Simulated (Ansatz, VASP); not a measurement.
# One calculation of CuMo7, two programs

```
Cu Mo
1.0
     1.58703   -2.20604   -0.00086
     1.58729    2.20621    0.00113
     0.00051    0.00847   17.62043
Cu Mo
1 7
Direct
  0.00009 0.00029 0.00000
  0.49937 0.50029 0.37258
  0.99981 0.99979 0.50001
  0.50043 0.49946 0.62742
  0.50177 0.49864 0.87958
  0.49857 0.50160 0.12042
  0.00107 0.99905 0.75487
  0.99889 0.00087 0.24513
```

Change from the starting cell: cell x1, atoms moved at random (sigma 0.15 Å) and cell strained at random (1.5 %), then relaxed without symmetry.

Alike in both runs: functional PBE; k mesh 8 × 8 × 2; occupations gaussian, width 0.2 eV; no spin polarisation.

Ansatz relaxed the structure, and its values are those at the end. VASP's run is a single point on that final structure, the one shown.

|  | VASP | Ansatz |
| --- | --- | --- |
| version | VASP 6.6.1 | Ansatz 0.2.0 |
| potentials or method | VASP PAW PBE potentials, release 64 (Cu, Mo_sv), cutoff 520 eV | scalar-relativistic, plane waves, PAW |
| valence electrons in the cell | 109 | 117 |

```tsv
	VASP	Ansatz	Ansatz less VASP
gap on the k mesh at the Fermi level (eV)	none	none	-
pressure (GPa)	0.6	0.0	-0.51
rms of the force components (eV/Å)	0.002	0.003	+0.0011
```

A gap of «none» marks a metal or a gap that the smearing closes. With one functional, cell and mesh, what is left measures potentials, basis and numerics. VASP's potentials hold 109 valence electrons a cell and Ansatz's 117, so a difference there can come from the potentials and not from the codes.
